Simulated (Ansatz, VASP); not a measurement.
## Pd: VASP beside Ansatz

```
CELL_PARAMETERS angstrom
0.00000 1.97169 1.97169
1.97169 0.00000 1.97169
1.97169 1.97169 0.00000
ATOMIC_POSITIONS crystal
Pd 0.00000 0.00000 0.00000
```

Alike in both runs: functional PBE; k mesh 17 × 17 × 17; occupations fermi-dirac, width 0.05 eV; no spin polarisation.

Ansatz relaxed the structure, and its values are those at the end. VASP's run is a single point on that final structure, the one shown.

```csv
,VASP,Ansatz
version,VASP 6.6.1,Ansatz 0.2.0
potentials or method,"VASP PAW PBE potentials, release 64 (Pd)","PAW with Ansatz's default frozen-core files, scalar-relativistic"
plane-wave cutoff (eV),520,420
valence electrons in the cell,10,18
```

```tsv
	VASP	Ansatz	Ansatz less VASP
pressure (GPa)	-0.3	0.0	+0.27
```

With one functional, cell and mesh, what is left measures potentials, basis and numerics. VASP's potentials hold 10 valence electrons a cell and Ansatz's 18, so a difference there can come from the potentials and not from the codes.
